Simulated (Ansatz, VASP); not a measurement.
## Two plane-wave programs on BN

File POSCAR:

```
BN
1.0
    2.5539396017      0.0000000000      0.0000000000
   -1.2769698009      2.2117765748      0.0000000000
    0.0000000000      0.0000000000      4.2268550000
B N
2 2
Direct
    0.6666666667      0.3333333333      0.9997240000
    0.3333333333      0.6666666667      0.4997240000
    0.6666666667      0.3333333333      0.7317381332
    0.3333333333      0.6666666667      0.1252760000
```

File INCAR.step1:

```
  PREC = Accurate
  ENCUT = 520
  ISMEAR = 0
  SIGMA = 0.05
  LREAL = F
  LASPH = T
  NELM = 60
  NBANDS = 16
  GGA = PE
  ALGO = Normal
  EDIFF = 1E-4
  LWAVE = T
  LCHARG = F
```

Contents of INCAR.step2:

```
  PREC = Accurate
  ENCUT = 520
  EDIFF = 1E-7
  ISMEAR = 0
  SIGMA = 0.05
  LREAL = F
  LASPH = T
  NELM = 60
  ALGO = Normal
  ISIF = 2
  LWAVE = F
  LCHARG = F
  METAGGA = R2SCAN
  LMIXTAU = T
  NBANDS = 16
  ISTART = 1
```

KPOINTS

```
regular mesh
0
Gamma
  12 12 6
```

Input for Ansatz:

```yaml
crystal:
  lattice:
    - [2.5539396017, 0.0, 0.0]
    - [-1.2769698009, 2.2117765748, 0.0]
    - [0.0, 0.0, 4.226855]
  atoms:
    - { symbol: B, position: [0.6666666667, 0.3333333333, 0.999724] }
    - { symbol: B, position: [0.3333333333, 0.6666666667, 0.499724] }
    - { symbol: "N", position: [0.6666666667, 0.3333333333, 0.7317381332] }
    - { symbol: "N", position: [0.3333333333, 0.6666666667, 0.125276] }
basis:
  ecutwfc: 500
kpoints:
  mp_grid: { grid: [12, 12, 6] }
hamiltonian:
  xc: r2scan
scf:
  occupations: { method: gaussian, width: 0.05 }
output:
  forces: true
  stress: true
  eigenvalues: true
```

Alike in both runs: task single point; functional r2SCAN; k mesh 12 × 12 × 6; occupations gaussian, width 0.05 eV; no spin polarisation.

```csv
,VASP,Ansatz
version,VASP 6.6.1,Ansatz 0.2.0
potentials or method,"VASP PAW PBE potentials, release 64 (B, N), cutoff 520 eV","scalar-relativistic, plane waves, PAW"
valence electrons in the cell,16,16
```

```csv
,VASP,Ansatz,Ansatz less VASP
gap on the k mesh at the Fermi level (eV),1.47,1.48,+0.010
least direct gap on the mesh (eV),5.29,5.29,-0.003
rms of the force components (eV/Å),12.702,12.576,-0.1257
```

VASP's potentials were made for PBE, not for r2SCAN. Atom by atom the forces differ by 0.126 eV/Å (rms over components).
